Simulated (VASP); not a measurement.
# Ta16H (a cell with a defect) in VASP: single point with PBE

Aim: the single point of Ta16H (a cell with a defect) with PBE.

All numbers are computed with VASP 6.6.1; they aren't measurements. Logs are shortened: lines on timing, memory, paths and dates and some standing lists are left out, and cuts for length are marked.

### Step 1. The cell of the first run

The cell holds a defect, 17 atoms: a = 6.620 Å, b = 6.620 Å, c = 6.620 Å, α = 90.00°, β = 90.00°, γ = 90.00°.

### Step 2. Single point, PBE

INCAR reads:

```
ALGO     = Normal         # electronic algorithm
EDIFF    = 1E-6           # SCF threshold, eV
ENCUT    = 520            # plane-wave cutoff, eV
GGA      = PE             # functional
ISIF     = 2              # what is computed and relaxed
ISMEAR   = -1             # smearing method
LASPH    = True           # aspherical terms in the spheres
LCHARG   = False          # write CHGCAR
LREAL    = Auto         
LWAVE    = False          # write WAVECAR
NBANDS   = 102            # bands
NELM     = 60             # most SCF steps
PREC     = Accurate       # precision mode
SIGMA    = 0.1            # smearing width, eV
```

KPOINTS reads:

```
k-points
0
Gamma
  3 3 3
```

POSCAR reads:

```
Ta16H
1.0
    6.6200000000      0.0000000000      0.0000000000
    0.0000000000      6.6200000000      0.0000000000
    0.0000000000      0.0000000000      6.6200000000
Ta H
16 1
Direct
   -0.0004652131      0.0051450212     -0.0086380683
    0.4995539232     -0.0006779821      0.0003173273
   -0.0004439594      0.4981639835     -0.0012528864
   -0.0004656567      0.0051070192      0.5077940273
    0.2503595508      0.2515475883      0.2496091213
    0.4995131306      0.4986790761     -0.0001126747
    0.4995612111     -0.0007039751      0.4988586315
    0.7487133428      0.2515956591      0.2496053617
   -0.0004400779      0.4982031250      0.5004266921
    0.2577441070      0.7446632554      0.2495778766
    0.2492808365      0.2510582025      0.7495730047
    0.4995159747      0.4987076230      0.4993141661
    0.7412952314      0.7446014425      0.2495776374
    0.7498338441      0.2510844758      0.7495705724
    0.2488187133      0.7504768177      0.7496092056
    0.7502576662      0.7504443329      0.7496024886
   -0.0005546244      0.8748086351      0.2495395168
```

Potentials or basis: VASP PAW PBE potentials, release 64 (Ta_pv, H).

The run is started by

```console
cat potpaw_PBE.64/Ta_pv/POTCAR potpaw_PBE.64/H/POTCAR > POTCAR
mpirun -np 1 vasp_std > vasp.out
```

OUTCAR:

```text
EDIFF = 1E-6
   ENCUT = 520
   GGA = PE
   ISIF = 2
   ISMEAR = -1
   LASPH = True
   LREAL = Auto
   NELM = 60
   PREC = Accurate

 ion  position               nearest neighbor table
   1  1.000  0.005  0.991-  17 1.91  14 2.82  11 2.82  15 2.85  16 2.85   5 2.89   8 2.89  10 2.97
                            13 2.97   4 3.20   3 3.26   2 3.31   2 3.31   3 3.36   4 3.42
   2  0.500  0.999  0.000-  13 2.85  10 2.85  15 2.87  16 2.87   5 2.87   8 2.87  11 2.88  14 2.88
                             7 3.30   6 3.31   1 3.31   1 3.31   6 3.31   7 3.32
   3  1.000  0.498  0.999-  14 2.85  11 2.85   8 2.86   5 2.86  15 2.87  16 2.87  10 2.89  13 2.89
                             1 3.26   9 3.30   6 3.31   6 3.31   9 3.32   1 3.36
   4  1.000  0.005  0.508-  17 1.91  14 2.82  11 2.82  15 2.85  16 2.85   5 2.89   8 2.89  10 2.97
                            13 2.97   1 3.20   9 3.26   7 3.31   7 3.31   9 3.36   1 3.42
   5  0.250  0.252  0.250-   6 2.85  12 2.85   9 2.86   3 2.86   7 2.87   2 2.87   4 2.89   1 2.89
                            10 3.26   8 3.30  11 3.31  11 3.31   8 3.32  10 3.36
   6  0.500  0.499  1.000-  13 2.82  10 2.82   8 2.85   5 2.85  11 2.86  14 2.86  15 2.88  16 2.88
                             2 3.31  12 3.31   3 3.31   3 3.31  12 3.31   2 3.31
   7  0.500  0.999  0.499-  13 2.85  10 2.85  16 2.87  15 2.87   5 2.87   8 2.87  11 2.88  14 2.88
                             2 3.30  12 3.31   4 3.31   4 3.31  12 3.31   2 3.32
   8  0.749  0.252  0.250-   6 2.85  12 2.85   3 2.86   9 2.86   7 2.87   2 2.87   4 2.89   1 2.89
                            13 3.26   5 3.30  14 3.31  14 3.31   5 3.32  13 3.36
   9  1.000  0.498  0.500-  14 2.85  11 2.85   5 2.86   8 2.86  15 2.87  16 2.87  10 2.89  13 2.89
                             4 3.26   3 3.30  12 3.31  12 3.31   3 3.32   4 3.36
  10  0.258  0.745  0.250-  17 1.91   6 2.82  12 2.82   2 2.85   7 2.85   9 2.89   3 2.89   4 2.97
                             1 2.97  13 3.20   5 3.26  15 3.31  15 3.31   5 3.36  13 3.42
  11  0.249  0.251  0.750-   1 2.82   4 2.82   3 2.85   9 2.85  12 2.86   6 2.86   2 2.88   7 2.88
                            15 3.31  14 3.31   5 3.31   5 3.31  14 3.31  15 3.31
  12  0.500  0.499  0.499-  13 2.82  10 2.82   8 2.85   5 2.85  11 2.86  14 2.86  15 2.88  16 2.88
                             7 3.31   6 3.31   9 3.31   9 3.31   6 3.31   7 3.31
  13  0.741  0.745  0.250-  17 1.91   6 2.82  12 2.82   7 2.85   2 2.85   9 2.89   3 2.89   4 2.97
                             1 2.97  10 3.20   8 3.26  16 3.31  16 3.31   8 3.36  10 3.42
  14  0.750  0.251  0.750-   1 2.82   4 2.82   3 2.85   9 2.85  12 2.86   6 2.86   7 2.88   2 2.88
                            16 3.31  11 3.31   8 3.31   8 3.31  11 3.31  16 3.31
  15  0.249  0.750  0.750-   1 2.85   4 2.85   2 2.87   7 2.87   3 2.87   9 2.87  12 2.88   6 2.88
                            16 3.30  11 3.31  10 3.31  10 3.31  11 3.31  16 3.32
  16  0.750  0.750  0.750-   1 2.85   4 2.85   7 2.87   2 2.87   9 2.87   3 2.87  12 2.88   6 2.88
                            15 3.30  14 3.31  13 3.31  13 3.31  14 3.31  15 3.32
  17  0.999  0.875  0.250-  13 1.91   1 1.91  10 1.91   4 1.91

  LATTYP: Found a simple cubic cell.
 ALAT       =     6.6200000000

  Lattice vectors:

 A1 = (   6.6200000000,   0.0000000000,   0.0000000000)
 A2 = (   0.0000000000,   6.6200000000,   0.0000000000)
 A3 = (   0.0000000000,   0.0000000000,   6.6200000000)

Analysis of symmetry for initial positions (statically):
=====================================================================
 Subroutine PRICEL returns:
 Original cell was already a primitive cell.

 Routine SETGRP: Setting up the symmetry group for a
 simple cubic supercell.

 Subroutine GETGRP returns: Found  1 space group operations
 (whereof  1 operations were pure point group operations)
 out of a pool of 48 trial point group operations.

The static configuration has the point symmetry C_1 .

Analysis of symmetry for dynamics (positions and initial velocities):
=====================================================================
 Subroutine PRICEL returns:
 Original cell was already a primitive cell.

 Routine SETGRP: Setting up the symmetry group for a
 simple cubic supercell.

 Subroutine GETGRP returns: Found  1 space group operations
 (whereof  1 operations were pure point group operations)
 out of a pool of 48 trial point group operations.

The dynamic configuration has the point symmetry C_1 .

 Subroutine INISYM returns: Found  1 space group operations
 (whereof  1 operations are pure point group operations),
 and found     1 'primitive' translations

----------------------------------------------------------------------------------------

                                     Primitive cell

  volume of cell :     290.1175

  direct lattice vectors                    reciprocal lattice vectors
[... 67 lines left out ...]
 Subroutine IBZKPT returns following result:
 ===========================================

 Found     14 irreducible k-points:

 Following reciprocal coordinates:
            Coordinates               Weight
  0.000000  0.000000  0.000000      1.000000
  0.333333  0.000000  0.000000      2.000000
  0.000000  0.333333  0.000000      2.000000
  0.000000  0.000000  0.333333      2.000000
  0.333333  0.333333  0.000000      2.000000
  0.000000  0.333333  0.333333      2.000000
  0.333333  0.000000  0.333333      2.000000
 -0.333333  0.333333  0.000000      2.000000
 -0.333333  0.000000  0.333333      2.000000
  0.000000 -0.333333  0.333333      2.000000
  0.333333  0.333333  0.333333      2.000000
 -0.333333  0.333333  0.333333      2.000000
 -0.333333 -0.333333  0.333333      2.000000
  0.333333 -0.333333  0.333333      2.000000
   k-points           NKPTS =     14   k-points in BZ     NKDIM =     14   number of bands    NBANDS=    102
   number of dos      NEDOS =    301   number of ions     NIONS =     17
   total plane-waves  NPLWV = 125000
   dimension x,y,z NGX =    50 NGY =   50 NGZ =   50
   dimension x,y,z NGXF=   100 NGYF=  100 NGZF=  100
   ions per type =              16   1
   NGX,Y,Z   is equivalent  to a cutoff of  12.56, 12.56, 12.56 a.u.
   NGXF,Y,Z  is equivalent  to a cutoff of  25.11, 25.11, 25.11 a.u.
 SYSTEM =  unknown system
   PREC   = accura    normal or accurate (medium, high low for compatibility)
   ISTART =      0    job   : 0-new  1-cont  2-samecut
   ICHARG =      2    charge: 1-file 2-atom 10-const
   ISPIN  =      1    spin polarized calculation?
   LNONCOLLINEAR =      F non collinear calculations
   LSORBIT =      F    spin-orbit coupling
   LASPH  =      T    aspherical Exc in radial PAW
   ENCUT  =  520.0 eV  38.22 Ry    6.18 a.u.  12.31 12.31 12.31*2*pi/ulx,y,z
   NELM   =     60;   NELMIN=  2; NELMDL= -5     # of ELM steps
   EDIFF  = 0.1E-05   stopping-criterion for ELM
   LREAL  =      T    real-space projection
   EDIFFG = 0.1E-04   stopping-criterion for IOM
   NSW    =      0    number of steps for IOM
   IBRION =     -1    ionic relax: 0-MD 1-quasi-New 2-CG
   NFREE  =      0    steps in history (QN), initial steepest desc. (CG)
   ISIF   =      2    stress and relaxation
   ISYM   =      2    0-nonsym 1-usesym 2-fastsym
   POTIM  = 0.5000    time-step for ionic-motion
   TEBEG  =    0.0;   TEEND  =   0.0 temperature during run
   PSTRESS=    0.0 pullay stress
   NELECT =     177.0000    total number of electrons
   NUPDOWN=      -1.0000    fix difference up-down
   EMIN   =  10.00;   EMAX   =-10.00  energy-range for DOS
   EFERMI =   0.00;   METHOD = LEGACY
   ISMEAR =    -1;   SIGMA  =   0.10  broadening in eV -4-tet -1-fermi 0-gaus
   EFERMI_NEDOS =   21; number of points for ismear=-14 and -15
   IALGO  =     38    algorithm
   IMIX   =      4    mixing-type and parameters
     AMIX     =   0.40;   BMIX     =  1.00
     AMIX_MAG =   1.60;   BMIX_MAG =  1.00
  volume/ion in A,a.u.               =      17.07       115.17
  Fermi-wavevector in a.u.,A,eV,Ry     =   1.388485  2.623857 26.230553  1.927891
  Thomas-Fermi vector in A             =   2.512607
   LORBIT       =      0    0 simple, 1 ext, 2 COOP (PROOUT), +10 PAW based schemes
   GGA     = PE    functional components
   LHFCALC =     F    Hartree Fock is set to
   AEXX    =    0.0000 exact exchange contribution
   IVDW    =     0    specifies the selected vdW correction
   LEPSILON=     F    determine dielectric tensor
   LRPA    =     F    only Hartree local field effects (RPA)
 non-spin polarized calculation
  energy-cutoff  :      520.00
  volume of cell :      290.12
 maximum number of plane-waves:      7820
 NGX is ok and might be reduce to    50
   NGX = 25   NGY = 25   NGZ = 25

 number of electron     176.9999961 magnetization

 Free energy of the ion-electron system (eV)
  ---------------------------------------------------
  ext. energy  EPLUGINS =         0.00000000
  ---------------------------------------------------
  free energy    TOTEN  =      -192.85406423 eV

  energy without entropy =     -192.01411209  energy(sigma->0) =     -192.43408816

 E-fermi :   5.4635     XC(G=0): -12.6146

 val. band max:        5.4540510855   @ k =  -0.3333   0.3333   0.0000
 cond. band min:       5.4753342290   @ k =   0.0000   0.0000   0.3333
 fundamental gap:      0.0212831435
 Fermi energy:         5.4634806819

 k-point     1 :       0.0000    0.0000    0.0000
  band No.  band energies     occupation
      1     -28.8105      2.00000
      2     -28.7537      2.00000
      3     -28.7519      2.00000
      4     -28.7519      2.00000
      5     -28.7492      2.00000
      6     -28.7485      2.00000
[... 1431 lines left out ...]
     99       8.4283      0.00000
    100       8.4832      0.00000
 [bands above 100 left out]

------------------------ aborting loop because EDIFF is reached ----------------------------------------

  FORCE on cell =-STRESS in cart. coord.  units (eV):
  Direction    XX          YY          ZZ          XY          YZ          ZX
  --------------------------------------------------------------------------------------
  -------------------------------------------------------------------------------------
  Total        7.2072011      7.5490816      7.1958902      0.0055188      0.0019928     -0.0020460
  in kB       39.8018494     41.6898883     39.7393853      0.0304775      0.0110052     -0.0112990
  external PRESSURE =      40.4103743 kB  Pullay stress =       0.0000000 kB

 VOLUME and BASIS-vectors are now :
 -----------------------------------------------------------------------------
  energy-cutoff  :      520.00
  volume of cell :      290.12
      direct lattice vectors                 reciprocal lattice vectors
     6.620000000  0.000000000  0.000000000     0.151057402  0.000000000  0.000000000
     0.000000000  6.620000000  0.000000000     0.000000000  0.151057402  0.000000000
     0.000000000  0.000000000  6.620000000     0.000000000  0.000000000  0.151057402

 POSITION                                       TOTAL-FORCE (eV/Angst)
 -----------------------------------------------------------------------------------
      6.61692      0.03406      6.56282        -0.000150     -0.000952     -0.012994
      3.30705      6.61551      0.00210        -0.000863      0.000674      0.002196
      6.61706      3.29785      6.61171        -0.000394      0.007338     -0.000087
      6.61692      0.03381      3.36160        -0.000346     -0.000267      0.011309
      1.65738      1.66525      1.65241         0.001380     -0.004134     -0.001569
      3.30678      3.30126      6.61925         0.000851      0.008517      0.000112
[... 9 lines left out ...]
      4.96671      4.96794      4.96237         0.000618     -0.003875      0.001871
      6.61633      5.79123      1.65195         0.002916      0.002047      0.001179
 -----------------------------------------------------------------------------------
    total drift:                               -0.002092     -0.008524      0.003563

  FREE ENERGIE OF THE ION-ELECTRON SYSTEM (eV)
  ---------------------------------------------------
  free  energy   TOTEN  =      -192.8540642350 eV

  energy  without entropy=     -192.0141120873  energy(sigma->0) =     -192.43408816
```

Run time: 24 min. Hardware: 1 thread of Intel Xeon 8259CL, shared host; peak memory 0.52 GiB.

Results:

* Free energy: -192.8541 eV
* Pressure: 4.0 GPa
* Largest force: 0.014 eV/Å
* Band gap on the k mesh: zero (an odd number of electrons rules out a gap without spin polarisation)

Forces on the atoms (eV/Å):
```
Ta   0.000 -0.001 -0.013
Ta  -0.001  0.001  0.002
Ta   0.000  0.007  0.000
Ta   0.000  0.000  0.011
Ta   0.001 -0.004 -0.002
Ta   0.001  0.009  0.000
Ta  -0.001  0.002 -0.002
Ta  -0.001 -0.006 -0.001
Ta   0.000  0.006  0.000
Ta   0.013 -0.001  0.000
Ta  -0.002 -0.008  0.000
Ta   0.001  0.008 -0.002
Ta  -0.014  0.001  0.000
Ta   0.001 -0.010  0.002
Ta  -0.001 -0.002 -0.001
Ta   0.001 -0.004  0.002
H    0.003  0.002  0.001
```

Caveat: spin-orbit coupling is left out, which moves the levels of the heavy elements.

The gap in the log of VASP goes by the Fermi energy; the results here count the filled bands.